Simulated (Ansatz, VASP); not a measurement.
## PtSe2 in VASP and in Ansatz

INCAR

```
SYSTEM = PtSe2
PREC     = Accurate       ! precision mode
ENCUT    = 520            ! plane-wave cutoff, eV
EDIFF    = 1E-7           ! SCF threshold, eV
ISMEAR   = 0              ! smearing method
SIGMA    = 0.05           ! smearing width, eV
LREAL    = .False.        ! projectors in reciprocal space
LASPH    = .True.         ! aspherical terms in the spheres
NELM     = 60             ! most SCF steps
ALGO     = Normal         ! electronic algorithm
ISIF     = 2              ! what is computed and relaxed
LWAVE    = .False.        ! write WAVECAR
LCHARG   = .False.        ! write CHGCAR
LDIPOL   = .True.       
IDIPOL   = 3            
DIPOL    = 0.5 0.5 0.383
GGA      = PE             ! functional
IVDW     = 12             ! dispersion correction
NBANDS   = 31             ! bands
```

File KPOINTS:

```
regular mesh
0
Gamma
  9 9 1
  0 0 0
```

The input POSCAR:

```
PtSe2
1.0
    3.7069017468      0.0000000000      0.0000000000
   -1.8534508734      3.2102710821      0.0000000000
    0.0000000000      0.0000000000     22.7988449202
Se Pt
4 2
Direct
    0.6666666667      0.3333333333      0.1973784205
    0.3333333333      0.6666666667      0.3135870473
    0.3333333333      1.1666666667      0.4521905604
    0.6666666667      0.8333333333      0.5683991871
    0.0000000000      0.0000000000      0.2554827339
    1.0000000000      1.5000000000      0.5102948737
```

Input for Ansatz:

```yaml
crystal:
  lattice:
    - [3.7069017468, 0.0, 0.0]
    - [-1.8534508734, 3.2102710821, 0.0]
    - [0.0, 0.0, 22.7988449202]
  atoms:
    - { symbol: Se, position: [0.6666666667, 0.3333333333, 0.1973784205] }
    - { symbol: Pt, position: [0.0, 0.0, 0.2554827339] }
    - { symbol: Se, position: [0.3333333333, 0.6666666667, 0.3135870473] }
    - { symbol: Se, position: [0.3333333333, 1.1666666667, 0.4521905604] }
    - { symbol: Pt, position: [1.0, 1.5, 0.5102948737] }
    - { symbol: Se, position: [0.6666666667, 0.8333333333, 0.5683991871] }
basis:
  ecutwfc: 420
kpoints:
  mp_grid: { grid: [9, 9, 1] }
hamiltonian:
  xc: pbe
  dispersion: d3bj
scf:
  occupations: { method: gaussian, width: 0.05 }
output:
  forces: true
  eigenvalues: true
efield:
  axis: 3
  dipole_correction: true
  ramp_width: 0.04
```

Alike in both runs: task single point; functional PBE; dispersion D3(BJ); k mesh 9 × 9 × 1; occupations gaussian, width 0.05 eV; no spin polarisation.

|  | VASP | Ansatz |
| --- | --- | --- |
| version | VASP 6.6.1 | Ansatz 0.2.0 |
| potentials or method | VASP PAW PBE potentials, release 64 (Se, Pt), cutoff 520 eV | scalar-relativistic, plane waves, PAW |
| valence electrons in the cell | 44 | 100 |

Ansatz gave:

| Item | Value |
| --- | --- |
| gap on the k mesh at the Fermi level (eV) | 0.78 |
| least direct gap on the mesh (eV) | 0.98 |
| rms of the force components (eV/Å) | 0.035 |

**Question.** Which values does VASP return?

**Answer.** gap on the k mesh at the Fermi level (eV): 0.77; least direct gap on the mesh (eV): 0.97; rms of the force components (eV/Å): 0.035.

VASP's potentials hold 44 valence electrons a cell and Ansatz's 100, so a difference there can come from the potentials and not from the codes.

Neither program's run includes spin-orbit coupling.
